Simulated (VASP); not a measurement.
# C12N in VASP: a series of runs

Runs on C12N. Level: PBE. Tasks: single point.

Everything below comes from runs of VASP 6.6.1. Logs are shortened: lines on timing, memory, paths and dates and some standing lists are left out, and cuts for length are marked.

## Step 1: The cell of the first run

The cell holds a slab with vacuum, 13 atoms: a = 4.933 Å, b = 8.872 Å, c = 20.291 Å, α = 90.00°, β = 90.00°, γ = 97.99°.

## Step 2: Single point, PBE

Contents of INCAR:

```
SYSTEM = C12N
  ALGO = Normal
  DIPOL = 0.5 0.5 0.327
  EDIFF = 1E-7
  ENCUT = 520
  GGA = PE
  IDIPOL = 3
  ISIF = 2
  ISMEAR = 0
  LASPH = .TRUE.
  LCHARG = .FALSE.
  LDIPOL = .TRUE.
  LREAL = .FALSE.
  LWAVE = .FALSE.
  NBANDS = 38
  NELM = 60
  PREC = Accurate
  SIGMA = 0.1
```

Contents of KPOINTS:

```
k-points
0
G
  6 3 1
  0 0 0
```

Contents of POSCAR:

```
C12N
1.0
    4.9326910638      0.0000000000      0.0000000000
   -1.2331727659      8.7858796652      0.0000000000
    0.0000000000      0.0000000000     20.2907138818
C N
12 1
Direct
    0.0197005045      0.0788020181      0.1971345130
    0.5197005045      0.0788020181      0.1971345130
    0.2746256306      0.0985025226      0.2311704222
    0.7746256306      0.0985025226      0.2311704222
    0.2844758829      0.1379035317      0.2992422405
    0.7844758829      0.1379035317      0.2992422405
    0.0392966979      0.1571967124      0.3324023561
    0.5392966979      0.1571967124      0.3324023561
    0.0496769462      0.1987212371      0.4035397332
    0.5496769462      0.1987212371      0.4035397332
    0.3040736101      0.2163107364      0.4332382751
    0.8040736101      0.2163107364      0.4332382751
    0.5540736101      0.4663107364      0.4538256790
```

Potentials or basis: VASP PAW PBE potentials, release 64 (C, N).

Launch:

```console
cat potpaw_PBE.64/C/POTCAR potpaw_PBE.64/N/POTCAR > POTCAR
mpirun -np 1 vasp_std > vasp.out
```

OUTCAR:

```text
SYSTEM = C12N
   EDIFF = 1E-7
   ENCUT = 520
   GGA = PE
   ISIF = 2
   ISMEAR = 0
   LASPH = .TRUE.
   LREAL = .FALSE.
   NELM = 60
   PREC = Accurate

 ion  position               nearest neighbor table
   1  0.020  0.079  0.197-   3 1.42   4 1.42
   2  0.520  0.079  0.197-   4 1.42   3 1.42
   3  0.275  0.099  0.231-   1 1.42   5 1.42   2 1.42
   4  0.775  0.099  0.231-   2 1.42   6 1.42   1 1.42
   5  0.284  0.138  0.299-   8 1.41   7 1.41   3 1.42
   6  0.784  0.138  0.299-   7 1.41   8 1.41   4 1.42
   7  0.039  0.157  0.332-   6 1.41   5 1.41   9 1.49
   8  0.539  0.157  0.332-   5 1.41   6 1.41  10 1.49
   9  0.050  0.199  0.404-  11 1.38  12 1.38   7 1.49
  10  0.550  0.199  0.404-  12 1.38  11 1.38   8 1.49
  11  0.304  0.216  0.433-   9 1.38  10 1.38
  12  0.804  0.216  0.433-  10 1.38   9 1.38
  13  0.554  0.466  0.454-

  LATTYP: Found a simple monoclinic cell.
 ALAT       =     4.9326910638
 B/A-ratio  =     4.1135180816
 C/A-ratio  =     1.7986126829
 COS(beta)  =    -0.1389960175

  Lattice vectors:

 A1 = (   4.9326910638,   0.0000000000,   0.0000000000)
 A2 = (   0.0000000000,   0.0000000000, -20.2907138818)
 A3 = (  -1.2331727659,   8.7858796652,   0.0000000000)

Analysis of symmetry for initial positions (statically):
=====================================================================
 Subroutine PRICEL returns:
 Original cell was already a primitive cell.

 Routine SETGRP: Setting up the symmetry group for a
 simple monoclinic supercell.

 Subroutine GETGRP returns: Found  1 space group operations
 (whereof  1 operations were pure point group operations)
 out of a pool of  4 trial point group operations.

The static configuration has the point symmetry C_1 .

Analysis of symmetry for dynamics (positions and initial velocities):
=====================================================================
 Subroutine PRICEL returns:
 Original cell was already a primitive cell.

 Routine SETGRP: Setting up the symmetry group for a
 simple monoclinic supercell.

 Subroutine GETGRP returns: Found  1 space group operations
 (whereof  1 operations were pure point group operations)
 out of a pool of  4 trial point group operations.

The dynamic configuration has the point symmetry C_1 .

 Subroutine INISYM returns: Found  1 space group operations
 (whereof  1 operations are pure point group operations),
 and found     1 'primitive' translations

----------------------------------------------------------------------------------------

                                     Primitive cell

  volume of cell :     879.3596

  direct lattice vectors                    reciprocal lattice vectors
     4.932691064  0.000000000  0.000000000     0.202729096  0.028454749  0.000000000
    -1.233172766  8.785879665  0.000000000     0.000000000  0.113818996  0.000000000
     0.000000000  0.000000000 20.290713882     0.000000000  0.000000000  0.049283628

  length of vectors
     4.932691064  8.872000708 20.290713882     0.204716289  0.113818996  0.049283628

  position of ions in fractional coordinates (direct lattice)
     0.019700505  0.078802018  0.197134513
     0.519700505  0.078802018  0.197134513
     0.274625631  0.098502523  0.231170422
     0.774625631  0.098502523  0.231170422
     0.284475883  0.137903532  0.299242240
     0.784475883  0.137903532  0.299242240
     0.039296698  0.157196712  0.332402356
     0.539296698  0.157196712  0.332402356
     0.049676946  0.198721237  0.403539733
     0.549676946  0.198721237  0.403539733
     0.304073610  0.216310736  0.433238275
     0.804073610  0.216310736  0.433238275
     0.554073610  0.466310736  0.453825679

  ion indices of the primitive-cell ions
   primitive index   ion index
                 1           1
                 2           2
                 3           3
                 4           4
                 5           5
                 6           6
                 7           7
                 8           8
                 9           9
                10          10
                11          11
                12          12
                13          13

----------------------------------------------------------------------------------------

 KPOINTS: k-points

Automatic generation of k-mesh.
 Grid dimensions read from file:
 generate k-points for:    6    3    1

 Generating k-lattice:

  Cartesian coordinates                     Fractional coordinates (reciprocal lattice)
     0.033788183  0.004742458  0.000000000     0.166666667  0.000000000  0.000000000
     0.000000000  0.037939665  0.000000000     0.000000000  0.333333333  0.000000000
     0.000000000  0.000000000  0.049283628     0.000000000  0.000000000  1.000000000

  Length of vectors
     0.034119382  0.037939665  0.049283628

  Shift w.r.t. Gamma in fractional coordinates (k-lattice)
     0.000000000  0.000000000  0.000000000

 Subroutine IBZKPT returns following result:
 ===========================================

[... 37 lines left out ...]
   NFREE  =      0    steps in history (QN), initial steepest desc. (CG)
   ISIF   =      2    stress and relaxation
   ISYM   =      2    0-nonsym 1-usesym 2-fastsym
   POTIM  = 0.5000    time-step for ionic-motion
   TEBEG  =    0.0;   TEEND  =   0.0 temperature during run
   PSTRESS=    0.0 pullay stress
   NELECT =      53.0000    total number of electrons
   NUPDOWN=      -1.0000    fix difference up-down
   EMIN   =  10.00;   EMAX   =-10.00  energy-range for DOS
   EFERMI =   0.00;   METHOD = LEGACY
   ISMEAR =     0;   SIGMA  =   0.10  broadening in eV -4-tet -1-fermi 0-gaus
   EFERMI_NEDOS =   21; number of points for ismear=-14 and -15
   IALGO  =     38    algorithm
   IMIX   =      4    mixing-type and parameters
     AMIX     =   0.40;   BMIX     =  1.00
     AMIX_MAG =   1.60;   BMIX_MAG =  1.00
  volume/ion in A,a.u.               =      67.64       456.48
  Fermi-wavevector in a.u.,A,eV,Ry     =   0.641866  1.212952  5.605497  0.411992
  Thomas-Fermi vector in A             =   1.708347
   LORBIT       =      0    0 simple, 1 ext, 2 COOP (PROOUT), +10 PAW based schemes
   GGA     = PE    functional components
   LHFCALC =     F    Hartree Fock is set to
   AEXX    =    0.0000 exact exchange contribution
   IVDW    =     0    specifies the selected vdW correction
   LEPSILON=     F    determine dielectric tensor
   LRPA    =     F    only Hartree local field effects (RPA)
 non-spin polarized calculation
 Gauss-broadening in eV      SIGMA  =   0.10
  energy-cutoff  :      520.00
  volume of cell :      879.36
 maximum number of plane-waves:     23724
 NGX is ok and might be reduce to    40
   NGX = 19   NGY = 33   NGZ = 75

 dipolmoment           0.000000      0.000000     -0.043363 electrons x Angstroem

 number of electron      53.0000001 magnetization

 dipolmoment           0.000000      0.000000      0.085263 electrons x Angstroem

 Free energy of the ion-electron system (eV)
  ---------------------------------------------------
  ext. energy  EPLUGINS =         0.00000000
  ---------------------------------------------------
  free energy    TOTEN  =      -100.03127680 eV

  energy without entropy =      -99.93242645  energy(sigma->0) =      -99.98185163

 E-fermi :  -4.8927     XC(G=0):  -2.2111

 val. band max:       -4.9319974697   @ k =   0.0000   0.0000   0.0000
 cond. band min:      -4.8563556107   @ k =  -0.1667   0.3333   0.0000
 fundamental gap:      0.0756418590
 Fermi energy:        -4.8927461588

 k-point     1 :       0.0000    0.0000    0.0000
  band No.  band energies     occupation
      1     -23.4514      2.00000
      2     -21.8211      2.00000
      3     -19.4859      2.00000
      4     -19.3129      2.00000
      5     -19.2307      2.00000
      6     -17.6816      2.00000
[... 30 lines left out ...]
     37       1.2456      0.00000
     38       1.8208      0.00000
[... 367 lines left out ...]
     37       1.4104      0.00000
     38       1.5577      0.00000

------------------------ aborting loop because EDIFF is reached ----------------------------------------

 vacuum level on the upper side and lower side of the slab       (xc-potential included)         0.168        -0.179

  FORCE on cell =-STRESS in cart. coord.  units (eV):
  Direction    XX          YY          ZZ          XY          YZ          ZX
  --------------------------------------------------------------------------------------
  -------------------------------------------------------------------------------------
  Total        0.8177395     -6.5586434     -0.2564920     -0.5955096     -0.0037311     -0.1444934
  in kB        1.4899067    -11.9497304     -0.4673238     -1.0850077     -0.0067980     -0.2632644
  external PRESSURE =      -3.6423825 kB  Pullay stress =       0.0000000 kB

 VOLUME and BASIS-vectors are now :
 -----------------------------------------------------------------------------
  energy-cutoff  :      520.00
  volume of cell :      879.36
      direct lattice vectors                 reciprocal lattice vectors
     4.932691064  0.000000000  0.000000000     0.202729096  0.028454749  0.000000000
    -1.233172766  8.785879665  0.000000000     0.000000000  0.113818996  0.000000000
     0.000000000  0.000000000 20.290713882     0.000000000  0.000000000  0.049283628

 POSITION                                       TOTAL-FORCE (eV/Angst)
 -----------------------------------------------------------------------------------
     -0.00000      0.69235      4.00000        -0.032073      0.583906      1.990209
      2.46635      0.69235      4.00000         0.030048      0.497223      1.973462
      1.23317      0.86543      4.69061        -0.004027     -0.885508     -3.402996
      3.69952      0.86543      4.69061         0.004366     -0.855871     -3.255881
      1.23317      1.21160      6.07184        -0.026104      0.332614      1.361527
      3.69952      1.21160      6.07184         0.012497      0.332168      1.259025
     -0.00001      1.38111      6.74468        -0.073506     -0.237550      0.488849
      2.46633      1.38111      6.74468         0.125189     -0.247215      0.578463
     -0.00002      1.74594      8.18811        -0.377224      0.126980     -0.115883
      2.46633      1.74594      8.18811         0.332293     -0.369317     -1.271005
      1.23315      1.90048      8.79071         0.799163      2.703194      0.392991
      3.69950      1.90048      8.79071        -0.523226      1.108733      0.009639
      2.15803      4.09695      9.20845        -0.267397     -3.089356     -0.008400
 -----------------------------------------------------------------------------------
    total drift:                                0.000131     -0.000128      0.000122

  FREE ENERGIE OF THE ION-ELECTRON SYSTEM (eV)
  ---------------------------------------------------
  free  energy   TOTEN  =      -100.0312768003 eV

  energy  without entropy=      -99.9324264502  energy(sigma->0) =      -99.98185163

 vacuum level on the upper side and lower side of the slab         1.641         1.285
```

Wall time 11 min (1 thread of AMD EPYC 9R45 (Zen 5), shared host); peak memory 0.95 GiB.

What came out:

- Free energy: -100.0313 eV
- Largest force: 3.516 eV/Å
- Band gap on the k mesh: zero (an odd number of electrons rules out a gap without spin polarisation)

Forces in eV/Å, atoms in the order of the input:
```
C   -0.032  0.584  1.990
C    0.030  0.497  1.973
C   -0.004 -0.886 -3.403
C    0.004 -0.856 -3.256
C   -0.026  0.333  1.362
C    0.012  0.332  1.259
C   -0.074 -0.238  0.489
C    0.125 -0.247  0.578
C   -0.377  0.127 -0.116
C    0.332 -0.369 -1.271
C    0.799  2.703  0.393
C   -0.523  1.109  0.010
N   -0.267 -3.089 -0.008
```

Caveat: an odd number of electrons without spin polarisation forces a metal; a magnetic or distorted state may lie lower.

## Step 3: Single point, PBE

Contents of INCAR:

```
SYSTEM = C12N
PREC     = Accurate       ! precision mode
ENCUT    = 520            ! plane-wave cutoff, eV
EDIFF    = 1E-6           ! SCF threshold, eV
ISMEAR   = 0              ! smearing method
SIGMA    = 0.1            ! smearing width, eV
LREAL    = .FALSE.        ! projectors in reciprocal space
LASPH    = .TRUE.         ! aspherical terms in the spheres
NELM     = 60             ! most SCF steps
ALGO     = Normal         ! electronic algorithm
ISIF     = 2              ! what is computed and relaxed
LWAVE    = .FALSE.        ! write WAVECAR
LCHARG   = .FALSE.        ! write CHGCAR
LDIPOL   = .TRUE.       
IDIPOL   = 3            
DIPOL    = 0.5 0.5 0.330
GGA      = PE             ! functional
NBANDS   = 38             ! bands
```

Contents of KPOINTS:

```
regular mesh
0
G
  6 3 1
  0 0 0
```

POSCAR: that of step 2 with these lines changed.

```diff
@@ -20,2 +20,2 @@
     0.8040736101      0.2163107364      0.4332382751
-    0.5540736101      0.4663107364      0.4538256790
+    0.6790736101      0.2163107364      0.4942939173
```

Potentials or basis: VASP PAW PBE potentials, release 64 (C, N).

Launch:

```console
cat potpaw_PBE.64/C/POTCAR potpaw_PBE.64/N/POTCAR > POTCAR
mpirun -np 1 vasp_std > vasp.out
```

Wall time 8.3 min (1 thread of AMD EPYC 9R45 (Zen 5), shared host); peak memory 0.94 GiB.

It converged, with:

* Free energy: -105.1117 eV
* Largest force: 7.113 eV/Å
* Band gap on the k mesh: zero (an odd number of electrons rules out a gap without spin polarisation)

Forces in eV/Å, atoms in the order of the input:
```
C    0.227  0.472  1.938
C   -0.181  0.434  1.807
C    0.082 -0.789 -3.203
C   -0.060 -0.748 -3.151
C   -0.023  0.297  1.247
C   -0.040  0.250  0.892
C    0.167  0.330  1.008
C   -0.226  0.028  0.882
C    1.963 -0.298 -0.650
C   -2.346 -0.712 -6.677
C    2.134  0.309  0.919
C   -3.499  0.109  4.875
N    1.803  0.319  0.113
```

Levels at points of the mesh, in eV from the Fermi level:
| k point | band 24 | band 25 | band 26 | band 27 | band 28 | band 29 |
| --- | --- | --- | --- | --- | --- | --- |
| (0.00, 0.00, 0.00) | -1.64 | -0.88 | -0.36 | 0.11 | 0.42 | 0.85 |
| (0.50, 0.00, 0.00) | -1.80 | -0.87 | -0.13 | -0.10 | -0.05 | 0.56 |

Caveat: an odd number of electrons without spin polarisation forces a metal; a magnetic or distorted state may lie lower.

## Step 4: Single point, PBE

Contents of INCAR:

```
SYSTEM = C12N
  PREC = Accurate
  ENCUT = 520
  EDIFF = 1E-6
  ISMEAR = 0
  SIGMA = 0.1
  LREAL = .False.
  LASPH = .True.
  NELM = 60
  ALGO = Normal
  ISIF = 2
  LWAVE = .False.
  LCHARG = .False.
  LDIPOL = .True.
  IDIPOL = 3
  DIPOL = 0.5 0.5 0.317
  GGA = PE
  NBANDS = 38
```

Contents of KPOINTS:

```
Automatic mesh
0
Gamma
  6 3 1
  0 0 0
```

POSCAR: that of step 3 with these lines changed.

```diff
@@ -20,2 +20,2 @@
     0.8040736101      0.2163107364      0.4332382751
-    0.6790736101      0.2163107364      0.4942939173
+    0.5540736101      0.9663107364      0.3281513119
```

Launch:

```console
cat potpaw_PBE.64/C/POTCAR potpaw_PBE.64/N/POTCAR > POTCAR
mpirun -np 1 vasp_std > vasp.out
```

Run time: 8.9 min. Hardware: 1 thread of AMD EPYC 9R45 (Zen 5), shared host; peak memory 0.92 GiB.

Results (log left out):

- Free energy: -100.5957 eV
- Largest force: 4.459 eV/Å
- Band gap on the k mesh: zero (an odd number of electrons rules out a gap without spin polarisation)

Forces in eV/Å, atoms in the order of the input:
```
C    0.132  0.490  2.149
C    0.204  0.527  1.676
C   -0.534 -0.583 -3.626
C    0.046 -0.752 -4.395
C   -2.309  0.681  0.949
C    0.580 -1.459  1.069
C    1.398  0.141  0.044
C   -0.329 -2.904  1.003
C    0.089  0.256  0.534
C   -0.055  0.847  2.117
C    0.282 -0.094 -0.858
C   -0.269 -0.141 -0.669
N    0.765  2.991  0.008
```

Levels at points of the mesh, in eV from the Fermi level:
```csv
k point,band 22,band 23,band 24,band 25,band 26,band 27,band 28,band 29,band 30,band 31
"(0.00, 0.00, 0.00)",-2.41,-0.72,-0.45,-0.31,-0.22,0.41,0.61,0.73,0.98,1.27
"(0.50, 0.00, 0.00)",-2.45,-1.90,-0.51,-0.14,-0.02,0.05,0.06,0.22,1.94,3.51
```

Caveat: an odd number of electrons without spin polarisation forces a metal; a magnetic or distorted state may lie lower.

## Step 5: Single point, PBE

Contents of INCAR:

```
PREC     = Accurate       # precision mode
ENCUT    = 520            # plane-wave cutoff, eV
EDIFF    = 1E-7           # SCF threshold, eV
ISMEAR   = 0              # smearing method
SIGMA    = 0.1            # smearing width, eV
LREAL    = F              # projectors in reciprocal space
LASPH    = T              # aspherical terms in the spheres
NELM     = 100            # most SCF steps
ALGO     = Normal         # electronic algorithm
ISIF     = 2              # what is computed and relaxed
LWAVE    = F              # write WAVECAR
LCHARG   = T              # write CHGCAR
LDIPOL   = T            
IDIPOL   = 3            
DIPOL    = 0.5 0.5 0.321
GGA      = PE             # functional
LELF     = T              # ELF
LVHAR    = T            
LVACPOTAV= T            
NBANDS   = 38             # bands
```

Contents of KPOINTS:

```
regular mesh
0
Gamma
  6 3 1
```

POSCAR: that of step 4 with these lines changed.

```diff
@@ -20,2 +20,2 @@
     0.8040736101      0.2163107364      0.4332382751
-    0.5540736101      0.9663107364      0.3281513119
+    0.6790736101      0.7163107364      0.3775804372
```

Launch:

```console
cat potpaw_PBE.64/C/POTCAR potpaw_PBE.64/N/POTCAR > POTCAR
mpirun -np 1 vasp_std > vasp.out
```

It took 11 min on 1 thread of AMD EPYC 9R45 (Zen 5), shared host; peak memory 0.93 GiB.

The run converged. Its results:

* Free energy: -98.2450 eV
* Largest force: 3.408 eV/Å
* Band gap on the k mesh: zero (an odd number of electrons rules out a gap without spin polarisation)

Forces on the atoms (eV/Å):
```
C   -0.001  0.453  1.816
C    0.001  0.455  1.816
C    0.000 -0.834 -3.305
C    0.000 -0.830 -3.305
C    0.001  0.388  1.536
C   -0.001  0.377  1.533
C    0.001 -0.016 -0.025
C    0.000 -0.020 -0.021
C    0.000  0.080  0.243
C    0.000  0.079  0.239
C    0.004 -0.072 -0.256
C   -0.004 -0.077 -0.256
N    0.000  0.019 -0.016
```

Levels at points of the mesh, in eV from the Fermi level:
```csv
k point,band 25,band 26,band 27,band 28,band 29,band 30
"(0.00, 0.00, 0.00)",-0.27,-0.02,-0.01,0.07,0.69,0.69
"(0.50, 0.00, 0.00)",-0.03,-0.03,0.00,0.01,0.07,0.07
```

Caveat: an odd number of electrons without spin polarisation forces a metal; a magnetic or distorted state may lie lower.

## Step 6: The runs side by side

```csv
cell,gap on the mesh (eV),largest force (eV/Å)
"as given, atomic positions A",none,3.52
"as given, atomic positions B",none,7.11
"as given, atomic positions C",none,4.46
"as given, atomic positions D",none,3.41
```

Alike in all rows: task single point; level PBE; potentials or basis VASP PAW PBE potentials, release 64 (C, N); no spin polarisation; k mesh 6 × 3 × 1; cutoff (eV) 520; smearing gaussian 0.1 eV.

Caveats: an odd number of electrons without spin polarisation forces a metal; a magnetic or distorted state may lie lower.

Total energies depend on the potentials used, so only differences within one code and one set of settings carry meaning.

The gap in the log of VASP goes by the Fermi energy; the results here count the filled bands.